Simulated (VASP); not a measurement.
# AlCu (Pm-3m) in VASP: single point with PBEsol

Aim: the single point of AlCu with PBEsol.

Program: VASP 6.6.1. These are calculated values, not measurements. Logs are shortened: lines on timing, memory, paths and dates and some standing lists are left out, and cuts for length are marked.

## 1. The cell of the first run

The structure is cubic, space group Pm-3m (No. 221). The conventional cell has a = 2.998 Å, b = 2.998 Å, c = 2.998 Å, α = 90.00°, β = 90.00°, γ = 90.00°. Al (site symmetry m-3m) has 8 Cu at 2.60 Å and 6 Al at 3.00 Å within 3.4 Å. Cu (site symmetry m-3m) has 8 Al at 2.60 Å and 6 Cu at 3.00 Å within 3.4 Å.

## 2. Single point, PBEsol

Contents of INCAR:

```
PREC     = Accurate       # precision mode
ENCUT    = 520            # plane-wave cutoff, eV
EDIFF    = 1E-6           # SCF threshold, eV
ISMEAR   = 0              # smearing method
SIGMA    = 0.1            # smearing width, eV
LREAL    = Auto         
LASPH    = True           # aspherical terms in the spheres
NELM     = 100            # most SCF steps
ALGO     = Normal         # electronic algorithm
ISIF     = 2              # what is computed and relaxed
LWAVE    = False          # write WAVECAR
LCHARG   = True           # write CHGCAR
GGA      = PS             # functional
LELF     = True           # ELF
LVHAR    = True         
ISYM     = 0            
NBANDS   = 70             # bands
```

Contents of KPOINTS:

```
Automatic mesh
0
Gamma
  4 4 4
  0.5 0.5 0.5
```

Contents of POSCAR:

```
AlCu
1.0
    0.0000000000      0.0000000000      5.9950180000
    5.9950180000      0.0000000000      0.0000000000
    0.0000000000      5.9950180000      0.0000000000
Al Cu
8 8
Direct
    0.0000000000      0.0000000000      0.0000000000
    0.5000000000      0.0000000000      0.0000000000
    0.0000000000      0.0000000000      0.5000000000
    0.5000000000      0.0000000000      0.5000000000
    0.0000000000      0.5000000000      0.0000000000
    0.5000000000      0.5000000000      0.0000000000
    0.0000000000      0.5000000000      0.5000000000
    0.5000000000      0.5000000000      0.5000000000
    0.2500000000      0.2500000000      0.2500000000
    0.7500000000      0.2500000000      0.2500000000
    0.2500000000      0.2500000000      0.7500000000
    0.7500000000      0.2500000000      0.7500000000
    0.2500000000      0.7500000000      0.2500000000
    0.7500000000      0.7500000000      0.2500000000
    0.2500000000      0.7500000000      0.7500000000
    0.7500000000      0.7500000000      0.7500000000
```

Potentials or basis: VASP PAW PBE potentials, release 64 (Al, Cu).

Launch:

```bash
> cat potpaw_PBE.64/Al/POTCAR potpaw_PBE.64/Cu/POTCAR > POTCAR
> mpirun -np 1 vasp_std > vasp.out
```

OUTCAR:

```text
PREC = Accurate
   ENCUT = 520
   EDIFF = 1E-6
   ISMEAR = 0
   LREAL = Auto
   LASPH = True
   NELM = 100
   ISIF = 2
   GGA = PS
   ISYM = 0

 ion  position               nearest neighbor table
   1  0.000  0.000  0.000-   9 2.60  10 2.60  11 2.60  12 2.60  13 2.60  14 2.60  15 2.60  16 2.60
                             5 3.00   2 3.00   3 3.00   3 3.00   5 3.00   2 3.00
   2  0.500  0.000  0.000-   9 2.60  10 2.60  11 2.60  12 2.60  13 2.60  14 2.60  15 2.60  16 2.60
                             6 3.00   1 3.00   4 3.00   4 3.00   6 3.00   1 3.00
   3  0.000  0.000  0.500-   9 2.60  10 2.60  11 2.60  12 2.60  13 2.60  14 2.60  15 2.60  16 2.60
                             7 3.00   1 3.00   4 3.00   1 3.00   7 3.00   4 3.00
   4  0.500  0.000  0.500-   9 2.60  10 2.60  11 2.60  12 2.60  13 2.60  14 2.60  15 2.60  16 2.60
                             8 3.00   2 3.00   3 3.00   2 3.00   8 3.00   3 3.00
   5  0.000  0.500  0.000-   9 2.60  10 2.60  11 2.60  12 2.60  13 2.60  14 2.60  15 2.60  16 2.60
                             7 3.00   1 3.00   6 3.00   7 3.00   1 3.00   6 3.00
   6  0.500  0.500  0.000-   9 2.60  10 2.60  11 2.60  12 2.60  13 2.60  14 2.60  15 2.60  16 2.60
                             8 3.00   2 3.00   5 3.00   8 3.00   2 3.00   5 3.00
   7  0.000  0.500  0.500-   9 2.60  10 2.60  11 2.60  12 2.60  13 2.60  14 2.60  15 2.60  16 2.60
                             8 3.00   3 3.00   5 3.00   5 3.00   3 3.00   8 3.00
   8  0.500  0.500  0.500-   9 2.60  10 2.60  11 2.60  12 2.60  13 2.60  14 2.60  15 2.60  16 2.60
                             7 3.00   4 3.00   6 3.00   6 3.00   4 3.00   7 3.00
   9  0.250  0.250  0.250-   1 2.60   2 2.60   3 2.60   4 2.60   5 2.60   6 2.60   7 2.60   8 2.60
[... 11 lines left out ...]
  15  0.250  0.750  0.750-   1 2.60   2 2.60   3 2.60   4 2.60   5 2.60   6 2.60   7 2.60   8 2.60

  16  0.750  0.750  0.750-   1 2.60   2 2.60   3 2.60   4 2.60   5 2.60   6 2.60   7 2.60   8 2.60

IMPORTANT INFORMATION: All symmetrisations will be switched off!
NOSYMM: (Re-)initialisation of all symmetry stuff for point group C_1.

----------------------------------------------------------------------------------------

                                     Primitive cell

  volume of cell :     215.4624

  direct lattice vectors                    reciprocal lattice vectors
     0.000000000  0.000000000  5.995018000     0.000000000  0.000000000  0.166805171
     5.995018000  0.000000000  0.000000000     0.166805171  0.000000000  0.000000000
     0.000000000  5.995018000  0.000000000     0.000000000  0.166805171  0.000000000

  length of vectors
     5.995018000  5.995018000  5.995018000     0.166805171  0.166805171  0.166805171

  position of ions in fractional coordinates (direct lattice)
     0.000000000  0.000000000  0.000000000
     0.500000000  0.000000000  0.000000000
     0.000000000  0.000000000  0.500000000
     0.500000000  0.000000000  0.500000000
     0.000000000  0.500000000  0.000000000
     0.500000000  0.500000000  0.000000000
[... 8 lines left out ...]
     0.250000000  0.750000000  0.750000000
     0.750000000  0.750000000  0.750000000

  ion indices of the primitive-cell ions
   primitive index   ion index
[... 106 lines left out ...]
   IMIX   =      4    mixing-type and parameters
     AMIX     =   0.40;   BMIX     =  1.00
     AMIX_MAG =   1.60;   BMIX_MAG =  1.00
  volume/ion in A,a.u.               =      13.47        90.88
  Fermi-wavevector in a.u.,A,eV,Ry     =   1.316306  2.487459 23.574307  1.732663
  Thomas-Fermi vector in A             =   2.446428
   LORBIT       =      0    0 simple, 1 ext, 2 COOP (PROOUT), +10 PAW based schemes
   GGA     = PS    functional components
   LHFCALC =     F    Hartree Fock is set to
   AEXX    =    0.0000 exact exchange contribution
   IVDW    =     0    specifies the selected vdW correction
   LEPSILON=     F    determine dielectric tensor
   LRPA    =     F    only Hartree local field effects (RPA)
 non-spin polarized calculation
 Gauss-broadening in eV      SIGMA  =   0.10
  energy-cutoff  :      520.00
  volume of cell :      215.46
 maximum number of plane-waves:      5800
 NGX is ok and might be reduce to    48
   NGX = 23   NGY = 23   NGZ = 23

 number of electron     112.0000161 magnetization

 Free energy of the ion-electron system (eV)
  ---------------------------------------------------
  ext. energy  EPLUGINS =         0.00000000
  ---------------------------------------------------
  free energy    TOTEN  =       -69.57772584 eV

  energy without entropy =      -69.54584187  energy(sigma->0) =      -69.56178385

 E-fermi :   9.1094     XC(G=0): -11.6075

 val. band max:        9.0096786453   @ k =  -0.3750  -0.3750   0.1250
 cond. band min:       9.1114291603   @ k =  -0.3750   0.3750   0.3750
 fundamental gap:      0.1017505150
 Fermi energy:         9.1094062564

 k-point     1 :       0.1250    0.1250    0.1250
  band No.  band energies     occupation
      1      -2.3183      2.00000
      2       0.6959      2.00000
      3       0.6960      2.00000
      4       0.6960      2.00000
      5       2.4215      2.00000
      6       2.4215      2.00000
[... 1693 lines left out ...]
     67      12.4257      0.00000
     68      12.6346      0.00000

 [... further k-points ...]

 [bands above 68 left out]

------------------------ aborting loop because EDIFF is reached ----------------------------------------

  FORCE on cell =-STRESS in cart. coord.  units (eV):
  Direction    XX          YY          ZZ          XY          YZ          ZX
  --------------------------------------------------------------------------------------
  -------------------------------------------------------------------------------------
  Total       -4.8809274     -4.8808001     -4.8811283      0.0000138      0.0000114      0.0000053
  in kB      -36.2945531    -36.2936066    -36.2960470      0.0001026      0.0000850      0.0000391
  external PRESSURE =     -36.2947356 kB  Pullay stress =       0.0000000 kB

 VOLUME and BASIS-vectors are now :
 -----------------------------------------------------------------------------
  energy-cutoff  :      520.00
  volume of cell :      215.46
      direct lattice vectors                 reciprocal lattice vectors
     0.000000000  0.000000000  5.995018000     0.000000000  0.000000000  0.166805171
     5.995018000  0.000000000  0.000000000     0.166805171  0.000000000  0.000000000
     0.000000000  5.995018000  0.000000000     0.000000000  0.166805171  0.000000000

 POSITION                                       TOTAL-FORCE (eV/Angst)
 -----------------------------------------------------------------------------------
      0.00000      0.00000      0.00000        -0.000006     -0.000005     -0.000020
      0.00000      0.00000      2.99751        -0.000007     -0.000004      0.000021
      0.00000      2.99751      0.00000        -0.000006      0.000005     -0.000019
      0.00000      2.99751      2.99751        -0.000005      0.000004      0.000019
      2.99751      0.00000      0.00000         0.000005     -0.000006     -0.000019
      2.99751      0.00000      2.99751         0.000006     -0.000006      0.000020
[... 8 lines left out ...]
      4.49626      4.49626      1.49875         0.000000     -0.000001     -0.000000
      4.49626      4.49626      4.49626         0.000001      0.000001     -0.000000
 -----------------------------------------------------------------------------------
    total drift:                               -0.000000      0.000004      0.000002

  FREE ENERGIE OF THE ION-ELECTRON SYSTEM (eV)
  ---------------------------------------------------
  free  energy   TOTEN  =       -69.5777258403 eV

  energy  without entropy=      -69.5458418679  energy(sigma->0) =      -69.56178385
```

stdout:

```text
POSCAR found type information on POSCAR AlCu
 POSCAR found :  2 types and      16 ions
 scaLAPACK will be used
 -----------------------------------------------------------------------------
|                                                                             |
|                                                                             |
|     You enforced a specific xc type in the INCAR file but a different       |
|     I HOPE YOU KNOW WHAT YOU ARE DOING!                                     |
|                                                                             |
 -----------------------------------------------------------------------------

 LDA part: xc-table for (Slater+PW92), standard interpolation
 POSCAR, INCAR and KPOINTS ok, starting setup
 FFT: planning ... GRIDC
 FFT: planning ... GRID_SOFT
 FFT: planning ... GRID
 WAVECAR not read
 entering main loop
```

Run time: 14 min. Hardware: 1 thread of Intel Xeon 6975P-C (Granite Rapids), shared host; peak memory 0.48 GiB.

What came out:

| Quantity | Value |
| --- | --- |
| Free energy | -69.5777 eV |
| Pressure | -3.6 GPa |
| Band gap on the k mesh | zero (band 56 reaches 9.11 eV, above the bottom of band 57 at 8.49 eV) |

Caveat: the PAW data sets were made with another functional, which shifts forces and pressure a little.
